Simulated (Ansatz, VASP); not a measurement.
## BN: VASP beside Ansatz

INCAR

```
  ALGO = Normal
  EDIFF = 1E-6
  ENCUT = 520
  ISIF = 2
  ISMEAR = 0
  LASPH = T
  LCHARG = F
  LREAL = F
  LWAVE = F
  NBANDS = 16
  NELM = 60
  PREC = Accurate
  SIGMA = 0.05
```

File KPOINTS:

```
k-points
0
Gamma
  12 12 4
```

The input POSCAR:

```
BN
1.0
    2.4094300041      0.0000000000      0.0000000000
   -1.2047150020      2.0866275922      0.0000000000
    0.0000000000      0.0000000000      6.7611015344
B N
2 2
Direct
    0.3333333333      0.6666666667      0.2500000000
    0.6666666667      0.3333333333      0.7500000000
    0.3333333333      0.6666666667      0.7500000000
    0.6666666667      0.3333333333      0.2500000000
```

Input for Ansatz:

```yaml
crystal:
  lattice:
    - [2.4094300041, 0.0, 0.0]
    - [-1.204715002, 2.0866275922, 0.0]
    - [0.0, 0.0, 6.7611015344]
  atoms:
    - { symbol: B, position: [0.3333333333, 0.6666666667, 0.25] }
    - { symbol: B, position: [0.6666666667, 0.3333333333, 0.75] }
    - { symbol: "N", position: [0.3333333333, 0.6666666667, 0.75] }
    - { symbol: "N", position: [0.6666666667, 0.3333333333, 0.25] }
basis:
  ecutwfc: 520.0
kpoints:
  mp_grid: { grid: [12, 12, 4] }
hamiltonian:
  xc: lda
  pseudopotentials: { kind: paw, azcp: { folder: soft_1 } }
scf:
  occupations: { method: gaussian, width: 0.05 }
output:
  forces: true
  stress: true
  eigenvalues: true
```

Alike in both runs: task single point; functional LDA; k mesh 12 × 12 × 4; occupations gaussian, width 0.05 eV; no spin polarisation.

|  | VASP | Ansatz |
| --- | --- | --- |
| version | VASP 6.6.1 | Ansatz 0.2.0 |
| potentials or method | VASP PAW LDA potentials, release 64 (B, N), cutoff 520 eV | scalar-relativistic, plane waves, PAW |
| valence electrons in the cell | 16 | 16 |

|  | VASP | Ansatz | Ansatz less VASP |
| --- | --- | --- | --- |
| gap on the k mesh at the Fermi level (eV) | 4.27 | 4.29 | +0.014 |
| least direct gap on the mesh (eV) | 4.78 | 4.79 | +0.006 |
| pressure (GPa) | 27.3 | 26.7 | -0.61 |
| traceless stress, the component that is largest in VASP (GPa) | -28.41 | -27.58 | +0.835 |

Ansatz warns that its potentials were made for another functional, while VASP's fit it. LDA's correlation is that of Perdew and Zunger in VASP and of Perdew and Wang (1992) in Ansatz.
